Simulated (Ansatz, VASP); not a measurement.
**Ca: VASP beside Ansatz**

File INCAR:

```
PREC     = Accurate       # precision mode
ENCUT    = 500            # plane-wave cutoff, eV
EDIFF    = 1E-7           # SCF threshold, eV
ISMEAR   = 0              # smearing method
SIGMA    = 0.1            # smearing width, eV
LREAL    = F              # projectors in reciprocal space
LASPH    = T              # aspherical terms in the spheres
NELM     = 120            # most SCF steps
ALGO     = Normal         # electronic algorithm
ISIF     = 3              # what is computed and relaxed
LWAVE    = F              # write WAVECAR
LCHARG   = F              # write CHGCAR
GGA      = PE             # functional
IBRION   = 2              # ionic algorithm
NSW      = 90             # ionic steps
EDIFFG   = -0.04          # ionic threshold
GGA_COMPAT= F            
NELMIN   = 4
```

File KPOINTS:

```
regular mesh
0
Gamma
  6 6 4
```

Contents of POSCAR:

```
Ca
1.0
    2.3964313600     -2.8674757500      0.0000000000
    2.3964313600      2.8674757500      0.0000000000
    0.0000000000      0.0000000000      6.3607483500
Ca
2
Direct
    0.0000000000      0.0000000000      0.7725486700
    0.0000000000      0.0000000000      0.2274513300
```

Input for Ansatz:

```yaml
crystal:
  lattice:
    - [2.39643136, -2.86747575, 0.0]
    - [2.39643136, 2.86747575, 0.0]
    - [0.0, 0.0, 6.36074835]
  atoms:
    - { symbol: Ca, position: [0.0, 0.0, 0.77254867] }
    - { symbol: Ca, position: [0.0, 0.0, 0.22745133] }
basis:
  ecutwfc: 420
kpoints:
  mp_grid: { grid: [6, 6, 4] }
hamiltonian:
  xc: pbe
scf:
  occupations: { method: gaussian, width: 0.1 }
  lower_state_search: "off"
output:
  forces: true
  stress: true
  eigenvalues: true
relax:
  adjacent_minimum: "off"
  f_tol: 0.04
  max_steps: 70
  cell: { stress_tol: 0.4 }
```

Alike in both runs: task relaxation of cell and atoms; functional PBE; k mesh 6 × 6 × 4; occupations gaussian, width 0.1 eV; no spin polarisation.

|  | VASP | Ansatz |
| --- | --- | --- |
| version | VASP 6.6.1 | Ansatz 0.2.0 |
| potentials or method | VASP PAW PBE potentials, release 64 (Ca_sv), cutoff 500 eV | scalar-relativistic, plane waves, PAW |
| valence electrons in the cell | 20 | 20 |

VASP gave:

* gap on the k mesh at the Fermi level, each at its own relaxed structure (eV): none
* relaxed volume (Å³/atom): 42.28
* relaxed cell length with the largest relative difference (Å): 3.744

Problem. Estimate Ansatz's values.

Solution. gap on the k mesh at the Fermi level, each at its own relaxed structure (eV): none; relaxed volume (Å³/atom): 41.95; relaxed cell length with the largest relative difference (Å): 3.729.

A gap of «none» marks a metal or a gap that the smearing closes.
